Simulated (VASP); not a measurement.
Here is a VASP 6.6.1 calculation.

File POSCAR:

```
O
1.0
   -1.2413170000      1.2413170000      1.2413170000
    1.2413170000     -1.2413170000      1.2413170000
    1.2413170000      1.2413170000     -1.2413170000
O
1
Direct
    0.0000000000      0.0000000000      0.0000000000
```

The input INCAR.step1:

```
PREC = Accurate ; ENCUT = 520
ISMEAR = -1 ; SIGMA = 0.1
LREAL = False ; LASPH = True
NELM = 100 ; NBANDS = 9
GGA = PE ; ALGO = Normal
EDIFF = 1E-4 ; LWAVE = True
LCHARG = False
```

INCAR.step2

```
PREC = Accurate ; ENCUT = 520
EDIFF = 1E-7 ; ISMEAR = -1
SIGMA = 0.1 ; LREAL = False
LASPH = True ; NELM = 100
ALGO = Normal ; ISIF = 2
LWAVE = False ; LCHARG = False
METAGGA = R2SCAN ; LMIXTAU = True
NBANDS = 9 ; ISTART = 1
```

File KPOINTS:

```
Automatic mesh
0
Gamma
  19 19 19
```

Potentials or basis: VASP PAW PBE potentials, release 64 (O).

The run is started by

```sh
$ cat potpaw_PBE.64/O/POTCAR > POTCAR
$ cp INCAR.step1 INCAR
$ mpirun -np 1 vasp_std > vasp.out
$ cp INCAR.step2 INCAR
$ mpirun -np 1 vasp_std > vasp.out
```

**Question.** Estimate the pressure.

**Answer.** -3.7 GPa.

**Question.** Estimate the band gap on the k mesh.

**Answer.** Zero (band 3 reaches 4.12 eV, above the bottom of band 4 at -1.03 eV).

Caveat: the PAW data sets were made with another functional, which shifts forces and pressure a little.
